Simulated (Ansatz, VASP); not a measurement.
## Two plane-wave programs on Au

```
Au
1.0
     2.61498    0.00000    0.00000
     0.00000    2.61498    0.00000
     0.00000    0.00000    2.61498
Au
1
Cartesian
  0.0000 0.0000 0.0000
```

Alike in both runs: task relaxation of cell and atoms; functional LDA; k mesh 16 × 16 × 16; occupations fermi-dirac, width 0.05 eV; no spin polarisation.

```csv
,VASP,Ansatz
version,VASP 6.6.1,Ansatz 0.2.0
potentials or method,"VASP PAW LDA potentials, release 64 (Au)","PAW with Ansatz's default frozen-core files, scalar-relativistic"
plane-wave cutoff (eV),600,420
valence electrons in the cell,11,19
```

|  | VASP | Ansatz | Ansatz less VASP |
| --- | --- | --- | --- |
| relaxed volume (Å³/atom) | 19.07 | 19.00 | -0.069 |
| relaxed cell length with the largest relative difference (Å) | 2.672 | 2.669 | -0.0032 |

LDA's correlation is that of Perdew and Zunger in VASP and of Perdew and Wang (1992) in Ansatz. VASP's potentials hold 11 valence electrons a cell and Ansatz's 19, so a difference there can come from the potentials and not from the codes.

Neither program's run includes spin-orbit coupling.
